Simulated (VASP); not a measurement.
Wanted: the native input for a VASP 6.6.1 run.

- Task: single point
- Functional: r2SCAN
- Potentials or basis: VASP PAW PBE potentials, release 64 (Ba_sv)
- Cutoff: 520 eV
- k mesh: 9 × 9 × 9
- Occupations: fermi-dirac, width 1 eV
- Spin: no spin polarisation
- Dipole correction: no
- Further INCAR settings: ALGO = Normal; EDIFF = 1e-06; NBANDS = 11

Ba:

```
CELL_PARAMETERS angstrom
-2.53679 2.53679 2.53679
2.53679 -2.53679 2.53679
2.53679 2.53679 -2.53679
ATOMIC_POSITIONS crystal
Ba 0.00000 0.00000 0.00000
```

These files were run (other wordings do the same):

POSCAR

```
Ba
1.0
   -2.5367939014      2.5367939014      2.5367939014
    2.5367939014     -2.5367939014      2.5367939014
    2.5367939014      2.5367939014     -2.5367939014
Ba
1
Direct
    0.0000000000      0.0000000000      0.0000000000
```

INCAR.step1

```
PREC = Accurate
ENCUT = 520
ISMEAR = -1
SIGMA = 1.0
LREAL = False
LASPH = True
NELM = 60
NBANDS = 11
GGA = PE
ALGO = Normal
EDIFF = 1E-4
LWAVE = True
LCHARG = False
```

INCAR.step2

```
PREC = Accurate
ENCUT = 520
EDIFF = 1E-6
ISMEAR = -1
SIGMA = 1.0
LREAL = False
LASPH = True
NELM = 60
ALGO = Normal
ISIF = 2
LWAVE = False
LCHARG = True
METAGGA = R2SCAN
LMIXTAU = True
LELF = True
LVHAR = True
NBANDS = 11
ISTART = 1
```

KPOINTS

```
Automatic mesh
0
Gamma
  9 9 9
```

Potentials or basis: VASP PAW PBE potentials, release 64 (Ba_sv).

Run with:

```console
$ cat potpaw_PBE.64/Ba_sv/POTCAR > POTCAR
$ cp INCAR.step1 INCAR
$ mpirun -np 1 vasp_std > vasp.out
$ cp INCAR.step2 INCAR
$ mpirun -np 1 vasp_std > vasp.out
```

It gave:

The pressure is 1.5 GPa and the band gap on the k mesh is zero (bands 5 and 6 overlap by 0.92 eV).

Caveat: so wide a smearing shifts energies and pressures; the PAW data sets were made with another functional, which shifts forces and pressure a little; spin-orbit coupling is left out, which moves the levels of the heavy elements.

Run time: 56 s on 1 thread of Intel(R) Xeon(R) 6975P-C (Granite Rapids), with other jobs on the host, peak memory 0.22 GiB.
